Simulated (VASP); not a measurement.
Wanted: the native input for a VASP 6.6.1 run.

| Quantity | Value |
| --- | --- |
| Task | single point |
| Functional | PBE |
| Potentials or basis | VASP PAW PBE potentials, release 64 (Mg, Zn, O) |
| Cutoff | 520 eV |
| k mesh | 6 × 6 × 6 |
| Occupations | gaussian, width 0.1 eV |
| Spin | no spin polarisation |
| Dipole correction | no |
| Further INCAR settings | ALGO = Normal; EDIFF = 1e-06; NBANDS = 28 |

The structure of MgZnO4 lies in POSCAR:

```
MgZnO4
1.0
    0.0000000000      3.2128234000      3.2128234000
    3.2128234000      0.0000000000      3.2128234000
    3.2128234000      3.2128234000      0.0000000000
Mg Zn O
1 1 4
Direct
    0.2500000000      0.2500000000      0.2500000000
    0.0000000000      0.0000000000      0.0000000000
    0.6250080000      0.6250080000      0.6250080000
    0.6250080000      0.1249760000      0.6250080000
    0.1249760000      0.6250080000      0.6250080000
    0.6250080000      0.6250080000      0.1249760000
```

These files were run (other wordings do the same):

INCAR

```
ALGO = Normal
EDIFF = 1E-6
ENCUT = 520
GGA = PE
ISIF = 2
ISMEAR = 0
LASPH = True
LCHARG = False
LREAL = False
LWAVE = False
NBANDS = 28
NELM = 60
PREC = Accurate
SIGMA = 0.1
```

KPOINTS

```
k-points
0
Gamma
  6 6 6
```

Potentials or basis: VASP PAW PBE potentials, release 64 (Mg, Zn, O).

The run is started by

```sh
$ cat potpaw_PBE.64/Mg/POTCAR potpaw_PBE.64/Zn/POTCAR potpaw_PBE.64/O/POTCAR > POTCAR
$ mpirun -np 1 vasp_std > vasp.out
```

It gave:

```
Pressure               : -8.9 GPa
Band gap on the k mesh : zero (band 19 reaches 2.88 eV, above the bottom of band 20 at 2.70 eV)
```

It took 14 s on 1 thread of Intel(R) Xeon(R) 6975P-C (Granite Rapids), on a shared host, peak memory 0.21 GiB.
